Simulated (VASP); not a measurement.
# Li5Ge (I4/mmm) in VASP: single point with PBE

Aim: the single point of Li5Ge with PBE.

Program: VASP 6.6.1. These are calculated values, not measurements. Logs are shortened: lines on timing, memory, paths and dates and some standing lists are left out, and cuts for length are marked.

### 1 The cell of the first run

Symmetry: I4/mmm, No. 139, tetragonal system. The conventional cell has a = 7.967 Å, b = 7.967 Å, c = 4.979 Å, α = 90.00°, β = 90.00°, γ = 90.00°. Li (site symmetry m2m) has 1 Ge at 2.45 Å and 9 Li at 3.07 to 3.49 Å within 3.5 Å. Li (site symmetry 4/mmm) has 2 Ge at 2.49 Å within 3.3 Å. Within 3.2 Å of Ge (site symmetry 4/mmm) lie 6 Li at 2.45 to 2.49 Å.

The cell was built from a structure type or drawn by symmetry, and may not be a known phase.

### 2 Single point, PBE

The input, INCAR:

```
SYSTEM = Li5Ge
PREC     = Accurate       ! precision mode
ENCUT    = 520            ! plane-wave cutoff, eV
EDIFF    = 1E-6           ! SCF threshold, eV
ISMEAR   = 0              ! smearing method
SIGMA    = 0.1            ! smearing width, eV
LREAL    = .False.        ! projectors in reciprocal space
LASPH    = .True.         ! aspherical terms in the spheres
NELM     = 100            ! most SCF steps
ALGO     = Fast           ! electronic algorithm
ISIF     = 2              ! what is computed and relaxed
LWAVE    = .False.        ! write WAVECAR
LCHARG   = .False.        ! write CHGCAR
GGA      = PE             ! functional
NBANDS   = 24             ! bands
```

The input, KPOINTS:

```
regular mesh
0
Gamma
  10 10 10
  0 0 0
```

The input, POSCAR:

```
Li5Ge
1.0
   -3.9833607926      3.9833607926      2.4897300854
    3.9833607926     -3.9833607926      2.4897300854
    3.9833607926      3.9833607926     -2.4897300854
Li Ge
5 1
Direct
    0.0000000000      0.6928361824      0.6928361824
    0.0000000000      0.3071638176      0.3071638176
    0.6928361824      0.0000000000      0.6928361824
    0.3071638176      0.0000000000      0.3071638176
    0.5000000000      0.5000000000      0.0000000000
    0.0000000000      0.0000000000      0.0000000000
```

Potentials or basis: VASP PAW PBE potentials, release 64 (Li_sv, Ge_d).

Launch:

```
$ cat potpaw_PBE.64/Li_sv/POTCAR potpaw_PBE.64/Ge_d/POTCAR > POTCAR
$ mpirun -np 1 vasp_std > vasp.out
```

OUTCAR:

```text
SYSTEM = Li5Ge
   PREC = Accurate
   ENCUT = 520
   EDIFF = 1E-6
   ISMEAR = 0
   LREAL = .False.
   LASPH = .True.
   NELM = 100
   ISIF = 2
   GGA = PE

 ion  position               nearest neighbor table
   1  0.000  0.693  0.693-   6 2.45
   2  0.000  0.307  0.307-   6 2.45
   3  0.693  0.000  0.693-   6 2.45
   4  0.307  0.000  0.307-   6 2.45
   5  0.500  0.500  0.000-   6 2.49   6 2.49
   6  0.000  0.000  0.000-   1 2.45   2 2.45   3 2.45   4 2.45   5 2.49   5 2.49

  LATTYP: Found a body centered tetragonal cell.
 ALAT       =     7.9667215852
 C/A-ratio  =     0.6250325328

  Lattice vectors:

 A1 = (  -3.9833607926,   3.9833607926,   2.4897300854)
 A2 = (   3.9833607926,  -3.9833607926,   2.4897300854)
 A3 = (   3.9833607926,   3.9833607926,  -2.4897300854)

Analysis of symmetry for initial positions (statically):
=====================================================================
 Subroutine PRICEL returns:
 Original cell was already a primitive cell.

 Routine SETGRP: Setting up the symmetry group for a
 body centered tetragonal supercell.

 Subroutine GETGRP returns: Found 16 space group operations
 (whereof 16 operations were pure point group operations)
 out of a pool of 16 trial point group operations.

The static configuration has the point symmetry D_4h.

Analysis of symmetry for dynamics (positions and initial velocities):
=====================================================================
 Subroutine PRICEL returns:
 Original cell was already a primitive cell.

 Routine SETGRP: Setting up the symmetry group for a
 body centered tetragonal supercell.

 Subroutine GETGRP returns: Found 16 space group operations
 (whereof 16 operations were pure point group operations)
 out of a pool of 16 trial point group operations.

The dynamic configuration has the point symmetry D_4h.

 Subroutine INISYM returns: Found 16 space group operations
 (whereof 16 operations are pure point group operations),
 and found     1 'primitive' translations

----------------------------------------------------------------------------------------

                                     Primitive cell

  volume of cell :     158.0198

  direct lattice vectors                    reciprocal lattice vectors
    -3.983360793  3.983360793  2.489730085     0.000000000  0.125522147  0.200824982
     3.983360793 -3.983360793  2.489730085     0.125522147  0.000000000  0.200824982
     3.983360793  3.983360793 -2.489730085     0.125522147  0.125522147  0.000000000

  length of vectors
     6.158983870  6.158983870  6.158983870     0.236825849  0.236825849  0.177515123

  position of ions in fractional coordinates (direct lattice)
     0.000000000  0.692836182  0.692836182
     0.000000000  0.307163818  0.307163818
     0.692836182  0.000000000  0.692836182
     0.307163818  0.000000000  0.307163818
     0.500000000  0.500000000  0.000000000
     0.000000000  0.000000000  0.000000000

  ion indices of the primitive-cell ions
   primitive index   ion index
                 1           1
                 2           2
                 3           3
                 4           4
                 5           5
                 6           6

----------------------------------------------------------------------------------------

 KPOINTS: regular mesh

Automatic generation of k-mesh.
 Grid dimensions read from file:
 generate k-points for:   10   10   10

 Generating k-lattice:

  Cartesian coordinates                     Fractional coordinates (reciprocal lattice)
     0.000000000  0.012552215  0.020082498     0.100000000  0.000000000 -0.000000000
     0.012552215  0.000000000  0.020082498     0.000000000  0.100000000 -0.000000000
     0.012552215  0.012552215  0.000000000     0.000000000  0.000000000  0.100000000

  Length of vectors
     0.023682585  0.023682585  0.017751512

  Shift w.r.t. Gamma in fractional coordinates (k-lattice)
     0.000000000  0.000000000  0.000000000

 Subroutine IBZKPT returns following result:
 ===========================================

 Found    102 irreducible k-points:

 Following reciprocal coordinates:
            Coordinates               Weight
  0.000000  0.000000  0.000000      1.000000
  0.100000  0.000000  0.000000      8.000000
  0.200000  0.000000  0.000000      8.000000
  0.300000 -0.000000  0.000000      8.000000
  0.400000  0.000000  0.000000      8.000000
  0.500000  0.000000  0.000000      4.000000
[... 16 lines left out ...]
  0.300000  0.300000  0.000000      8.000000
  0.400000  0.300000  0.000000     16.000000
 [... further k-points ...]
   k-points           NKPTS =    102   k-points in BZ     NKDIM =    102   number of bands    NBANDS=     24
   number of dos      NEDOS =    301   number of ions     NIONS =      6
   total plane-waves  NPLWV = 110592
   dimension x,y,z NGX =    48 NGY =   48 NGZ =   48
   dimension x,y,z NGXF=    96 NGYF=   96 NGZF=   96
   ions per type =               5   1
   NGX,Y,Z   is equivalent  to a cutoff of  12.96, 12.96, 12.96 a.u.
   NGXF,Y,Z  is equivalent  to a cutoff of  25.91, 25.91, 25.91 a.u.
 SYSTEM =  Li5Ge
   PREC   = accura    normal or accurate (medium, high low for compatibility)
   ISTART =      0    job   : 0-new  1-cont  2-samecut
   ICHARG =      2    charge: 1-file 2-atom 10-const
   ISPIN  =      1    spin polarized calculation?
   LNONCOLLINEAR =      F non collinear calculations
   LSORBIT =      F    spin-orbit coupling
   LASPH  =      T    aspherical Exc in radial PAW
   ENCUT  =  520.0 eV  38.22 Ry    6.18 a.u.  11.45 11.45 11.45*2*pi/ulx,y,z
   NELM   =    100;   NELMIN=  2; NELMDL= -5     # of ELM steps
   EDIFF  = 0.1E-05   stopping-criterion for ELM
   LREAL  =      F    real-space projection
   EDIFFG = 0.1E-04   stopping-criterion for IOM
   NSW    =      0    number of steps for IOM
   IBRION =     -1    ionic relax: 0-MD 1-quasi-New 2-CG
   NFREE  =      0    steps in history (QN), initial steepest desc. (CG)
   ISIF   =      2    stress and relaxation
   ISYM   =      2    0-nonsym 1-usesym 2-fastsym
   POTIM  = 0.5000    time-step for ionic-motion
   TEBEG  =    0.0;   TEEND  =   0.0 temperature during run
   PSTRESS=    0.0 pullay stress
   NELECT =      29.0000    total number of electrons
   NUPDOWN=      -1.0000    fix difference up-down
   EMIN   =  10.00;   EMAX   =-10.00  energy-range for DOS
   EFERMI =   0.00;   METHOD = LEGACY
   ISMEAR =     0;   SIGMA  =   0.10  broadening in eV -4-tet -1-fermi 0-gaus
   EFERMI_NEDOS =   21; number of points for ismear=-14 and -15
   IALGO  =     68    algorithm
   IMIX   =      4    mixing-type and parameters
     AMIX     =   0.40;   BMIX     =  1.00
     AMIX_MAG =   1.60;   BMIX_MAG =  1.00
  volume/ion in A,a.u.               =      26.34       177.73
  Fermi-wavevector in a.u.,A,eV,Ry     =   0.930330  1.758069 11.776029  0.865514
  Thomas-Fermi vector in A             =   2.056707
   LORBIT       =      0    0 simple, 1 ext, 2 COOP (PROOUT), +10 PAW based schemes
   GGA     = PE    functional components
   LHFCALC =     F    Hartree Fock is set to
   AEXX    =    0.0000 exact exchange contribution
   IVDW    =     0    specifies the selected vdW correction
   LEPSILON=     F    determine dielectric tensor
   LRPA    =     F    only Hartree local field effects (RPA)
 non-spin polarized calculation
 RMM-DIIS sequential band-by-band and
 Gauss-broadening in eV      SIGMA  =   0.10
  energy-cutoff  :      520.00
  volume of cell :      158.02
 maximum number of plane-waves:      4287
 NGX is ok and might be reduce to    48
   NGX = 23   NGY = 23   NGZ = 23

 number of electron      28.9999989 magnetization

 Free energy of the ion-electron system (eV)
  ---------------------------------------------------
  ext. energy  EPLUGINS =         0.00000000
  ---------------------------------------------------
  free energy    TOTEN  =       -13.52781326 eV

  energy without entropy =      -13.50360198  energy(sigma->0) =      -13.51570762

 E-fermi :  -0.0084     XC(G=0):  -6.7143

 val. band max:       -0.0094688616   @ k =   0.5000   0.5000   0.1000
 cond. band min:       0.0164417106   @ k =  -0.1000   0.5000   0.1000
 fundamental gap:      0.0259105722
 Fermi energy:        -0.0083655277

 k-point     1 :       0.0000    0.0000    0.0000
  band No.  band energies     occupation
      1     -46.5233      2.00000
      2     -46.5172      2.00000
      3     -46.5172      2.00000
      4     -46.5170      2.00000
      5     -45.7948      2.00000
      6     -23.0810      2.00000
[... 16 lines left out ...]
     23       4.5767      0.00000
     24       6.2008      0.00000

 k-point     2 :       0.1000    0.0000    0.0000
  band No.  band energies     occupation
      1     -46.5231      2.00000
      2     -46.5174      2.00000
      3     -46.5172      2.00000
      4     -46.5170      2.00000
      5     -45.7948      2.00000
      6     -23.0810      2.00000
[... 16 lines left out ...]
     23       5.0311      0.00000
     24       6.1684      0.00000

 k-point     3 :       0.2000    0.0000    0.0000
  band No.  band energies     occupation
      1     -46.5226      2.00000
      2     -46.5178      2.00000
      3     -46.5172      2.00000
      4     -46.5171      2.00000
      5     -45.7948      2.00000
      6     -23.0810      2.00000
[... 16 lines left out ...]
     23       5.9374      0.00000
     24       6.3775      0.00000

 k-point     4 :       0.3000   -0.0000    0.0000
  band No.  band energies     occupation
      1     -46.5220      2.00000
      2     -46.5184      2.00000
      3     -46.5172      2.00000
      4     -46.5171      2.00000
      5     -45.7948      2.00000
      6     -23.0810      2.00000
[... 16 lines left out ...]
     23       6.4029      0.00000
     24       6.8083      0.00000

 k-point     5 :       0.4000    0.0000    0.0000
  band No.  band energies     occupation
      1     -46.5211      2.00000
      2     -46.5193      2.00000
      3     -46.5172      2.00000
      4     -46.5171      2.00000
      5     -45.7948      2.00000
      6     -23.0810      2.00000
[... 16 lines left out ...]
     23       6.3471      0.00000
     24       6.3972      0.00000

 k-point     6 :       0.5000    0.0000    0.0000
  band No.  band energies     occupation
      1     -46.5203      2.00000
      2     -46.5201      2.00000
      3     -46.5172      2.00000
      4     -46.5171      2.00000
      5     -45.7947      2.00000
      6     -23.0810      2.00000
[... 16 lines left out ...]
     23       6.5981      0.00000
     24       6.6842      0.00000
[... 379 lines left out ...]
 k-point    21 :      -0.3000    0.2000    0.0000
  band No.  band energies     occupation
      1     -46.5228      2.00000
      2     -46.5177      2.00000
      3     -46.5175      2.00000
      4     -46.5167      2.00000
      5     -45.7949      2.00000
      6     -23.0810      2.00000
[... 16 lines left out ...]
     23       5.6974      0.00000
     24       5.8840      0.00000

 k-point    22 :      -0.2000    0.2000    0.0000
  band No.  band energies     occupation
      1     -46.5230      2.00000
      2     -46.5175      2.00000
      3     -46.5175      2.00000
      4     -46.5168      2.00000
      5     -45.7949      2.00000
      6     -23.0810      2.00000
[... 16 lines left out ...]
     23       4.9631      0.00000
     24       5.6286      0.00000

 k-point    23 :       0.3000    0.3000    0.0000
  band No.  band energies     occupation
      1     -46.5206      2.00000
      2     -46.5197      2.00000
      3     -46.5177      2.00000
      4     -46.5167      2.00000
      5     -45.7947      2.00000
      6     -23.0810      2.00000
[... 16 lines left out ...]
     23       5.6220      0.00000
     24       6.3964      0.00000

 k-point    24 :       0.4000    0.3000    0.0000
  band No.  band energies     occupation
      1     -46.5214      2.00000
      2     -46.5190      2.00000
      3     -46.5177      2.00000
      4     -46.5166      2.00000
      5     -45.7948      2.00000
      6     -23.0810      2.00000
[... 16 lines left out ...]
     23       5.9587      0.00000
     24       6.2183      0.00000

 [... further k-points ...]

------------------------ aborting loop because EDIFF is reached ----------------------------------------

  FORCE on cell =-STRESS in cart. coord.  units (eV):
  Direction    XX          YY          ZZ          XY          YZ          ZX
  --------------------------------------------------------------------------------------
  -------------------------------------------------------------------------------------
  Total       -0.0656272     -0.0656272     -0.0554918      0.0000000      0.0000000      0.0000000
  in kB       -0.6654001     -0.6654001     -0.5626364      0.0000000      0.0000000      0.0000000
  external PRESSURE =      -0.6311455 kB  Pullay stress =       0.0000000 kB

 VOLUME and BASIS-vectors are now :
 -----------------------------------------------------------------------------
  energy-cutoff  :      520.00
  volume of cell :      158.02
      direct lattice vectors                 reciprocal lattice vectors
    -3.983360793  3.983360793  2.489730085     0.000000000  0.125522147  0.200824982
     3.983360793 -3.983360793  2.489730085     0.125522147  0.000000000  0.200824982
     3.983360793  3.983360793 -2.489730085     0.125522147  0.125522147  0.000000000

 POSITION                                       TOTAL-FORCE (eV/Angst)
 -----------------------------------------------------------------------------------
      5.51963      0.00000      0.00000         0.004613     -0.000000      0.000000
      2.44709      0.00000      0.00000        -0.004613      0.000000      0.000000
      0.00000      5.51963      0.00000        -0.000000      0.004613      0.000000
      0.00000      2.44709      0.00000        -0.000000     -0.004613      0.000000
      0.00000      0.00000      2.48973        -0.000000     -0.000000      0.000000
      0.00000      0.00000      0.00000        -0.000000      0.000000     -0.000000
 -----------------------------------------------------------------------------------
    total drift:                               -0.000000      0.000000      0.000000

  FREE ENERGIE OF THE ION-ELECTRON SYSTEM (eV)
  ---------------------------------------------------
  free  energy   TOTEN  =       -13.5278132610 eV

  energy  without entropy=      -13.5036019760  energy(sigma->0) =      -13.51570762
```

It took 19 min on 1 thread of Intel Xeon Platinum 8488C (Sapphire Rapids), shared host; peak memory 0.54 GiB.

Results:

```yaml
Free_energy: -13.5278 eV
Largest_force: 0.005 eV/Å
Band_gap_on_the_k_mesh: zero (an odd number of electrons rules out a gap without spin polarisation)
```

Forces on the atoms (eV/Å):
```
Li   0.005  0.000  0.000
Li  -0.005  0.000  0.000
Li   0.000  0.005  0.000
Li   0.000 -0.005  0.000
Li   0.000  0.000  0.000
Ge   0.000  0.000  0.000
```

Caveat: the cutoff is under 1.25 times the usual one of these potentials, so pressure, stress and relaxed cells hold a basis-set (Pulay) error.
